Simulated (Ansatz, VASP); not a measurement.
# Si2N in VASP and in Ansatz

Contents of INCAR:

```
  PREC = Accurate
  ENCUT = 600
  EDIFF = 1E-7
  ISMEAR = 0
  SIGMA = 0.1
  LREAL = False
  LASPH = True
  NELM = 100
  ALGO = Normal
  ISIF = 3
  LWAVE = False
  LCHARG = False
  GGA = PE
  IBRION = 2
  NSW = 100
  EDIFFG = -0.01
```

The input KPOINTS:

```
regular mesh
0
Gamma
  18 18 18
```

POSCAR

```
Si2N
1.0
    1.3607869615      0.7856507185      5.4351920613
   -1.3607869615      0.7856507185      5.4351920613
    0.0000000000     -1.5713014370      5.4351920613
Si N
2 1
Direct
    0.5847561088      0.5847561088      0.5847561088
    0.4152438912      0.4152438912      0.4152438912
    0.0000000000      0.0000000000      0.0000000000
```

Input for Ansatz:

```yaml
crystal:
  lattice:
    - [1.3607869615, 0.7856507185, 5.4351920613]
    - [-1.3607869615, 0.7856507185, 5.4351920613]
    - [0.0, -1.571301437, 5.4351920613]
  atoms:
    - { symbol: Si, position: [0.5847561088, 0.5847561088, 0.5847561088] }
    - { symbol: Si, position: [0.4152438912, 0.4152438912, 0.4152438912] }
    - { symbol: "N", position: [0.0, 0.0, 0.0] }
basis:
  ecutwfc: 420
kpoints:
  mp_grid: { grid: [18, 18, 18] }
hamiltonian:
  xc: pbe
scf:
  occupations: { method: gaussian, width: 0.1 }
output:
  forces: true
  stress: true
  eigenvalues: true
  write_density: true
  write_potential: true
  elf: true
  volumetric_format: npy
relax:
  adjacent_minimum: "off"
  f_tol: 0.01
  max_steps: 80
  cell: { stress_tol: 0.05 }
```

Change from the starting cell: species swapped into the NiS2 type (R-3m, No. 166).

Alike in both runs: task relaxation of cell and atoms; functional PBE; k mesh 18 × 18 × 18; occupations gaussian, width 0.1 eV; no spin polarisation.

```csv
,VASP,Ansatz
version,VASP 6.6.1,Ansatz 0.2.0
potentials or method,"VASP PAW PBE potentials, release 64 (Si, N), cutoff 600 eV","scalar-relativistic, plane waves, PAW"
valence electrons in the cell,13,13
```

```tsv
	VASP	Ansatz	Ansatz less VASP
gap on the k mesh at the Fermi level, each at its own relaxed structure (eV)	none	none	-
relaxed volume (Å³/atom)	11.65	11.66	+0.014
relaxed cell length with the largest relative difference (Å)	5.687	5.691	+0.0043
```

A gap of «none» marks a metal or a gap that the smearing closes.
